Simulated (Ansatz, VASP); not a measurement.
**Two plane-wave programs on PtS2**

POSCAR

```
PtS2
1.0
    3.4401348080      0.0000000000      0.0000000000
   -1.7200674040      2.9792441362      0.0000000000
    0.0000000000      0.0000000000     10.7116651167
Pt S
2 4
Direct
    0.3333333333      0.6666666667      0.2500000000
    0.6666666667      0.3333333333      0.7500000000
    0.6666666667      0.3333333333      0.3819879544
    0.6666666667      0.3333333333      0.1180120456
    0.3333333333      0.6666666667      0.8819879544
    0.3333333333      0.6666666667      0.6180120456
```

Contents of INCAR.step1:

```
ALGO = Normal
EDIFF = 1E-4
ENCUT = 520
GGA = PE
ISMEAR = -1
LASPH = True
LCHARG = False
LREAL = False
LWAVE = True
NBANDS = 31
NELM = 100
PREC = Accurate
SIGMA = 0.02
```

INCAR.step2

```
ALGO = Normal
EDIFF = 1E-6
ENCUT = 520
ISIF = 2
ISMEAR = -1
ISTART = 1
LASPH = True
LCHARG = False
LMIXTAU = True
LREAL = False
LWAVE = False
METAGGA = R2SCAN
NBANDS = 31
NELM = 100
PREC = Accurate
SIGMA = 0.02
```

The input KPOINTS:

```
k-points
0
Gamma
  12 12 4
```

Input for Ansatz:

```yaml
crystal:
  lattice:
    - [3.440134808, 0.0, 0.0]
    - [-1.720067404, 2.9792441362, 0.0]
    - [0.0, 0.0, 10.7116651167]
  atoms:
    - { symbol: Pt, position: [0.3333333333, 0.6666666667, 0.25] }
    - { symbol: Pt, position: [0.6666666667, 0.3333333333, 0.75] }
    - { symbol: S, position: [0.6666666667, 0.3333333333, 0.3819879544] }
    - { symbol: S, position: [0.6666666667, 0.3333333333, 0.1180120456] }
    - { symbol: S, position: [0.3333333333, 0.6666666667, 0.8819879544] }
    - { symbol: S, position: [0.3333333333, 0.6666666667, 0.6180120456] }
kpoints:
  mp_grid: { grid: [12, 12, 4] }
  band_path:
    path:
      - [0.0, 0.0, 0.0]
      - [0.5, 0.0, 0.0]
      - [0.3333333333, 0.3333333333, 0.0]
      - [0.0, 0.0, 0.5]
      - [0.5, 0.0, 0.5]
      - [0.3333333333, 0.3333333333, 0.5]
      - [0.05, 0.0, 0.0]
      - [0.3, 0.0, 0.0]
      - [0.0666666667, 0.0666666667, 0.0]
    npoints: 1
hamiltonian:
  xc: r2scan
scf:
  occupations: { method: fermi_dirac, width: 0.02 }
  n_extra_bands: 5
output:
  forces: true
  stress: true
  eigenvalues: true
```

Alike in both runs: task single point; functional r2SCAN; k mesh 12 × 12 × 4; occupations fermi-dirac, width 0.02 eV; no spin polarisation.

|  | VASP | Ansatz |
| --- | --- | --- |
| version | VASP 6.6.1 | Ansatz 0.2.0 |
| potentials or method | VASP PAW PBE potentials, release 64 (Pt, S) | plane waves, PAW |
| plane-wave cutoff (eV) | 520 | 500 |
| valence electrons in the cell | 44 | 60 |

Ansatz gave:

| Item | Value |
| --- | --- |
| pressure (GPa) | 1.5 |
| traceless stress, the component that is largest in VASP (GPa) | -0.08 |
| rms of the force components (eV/Å) | 0.032 |

What did VASP give for the same quantities?

Pressure (GPa): 1.3; traceless stress, the component that is largest in VASP (GPa): -0.13; rms of the force components (eV/Å): 0.043.

VASP's potentials were made for PBE, not for r2SCAN. Atom by atom the forces differ by 0.012 eV/Å (rms over components). VASP's potentials hold 44 valence electrons a cell and Ansatz's 60, so a difference there can come from the potentials and not from the codes.

Neither program's run includes spin-orbit coupling.
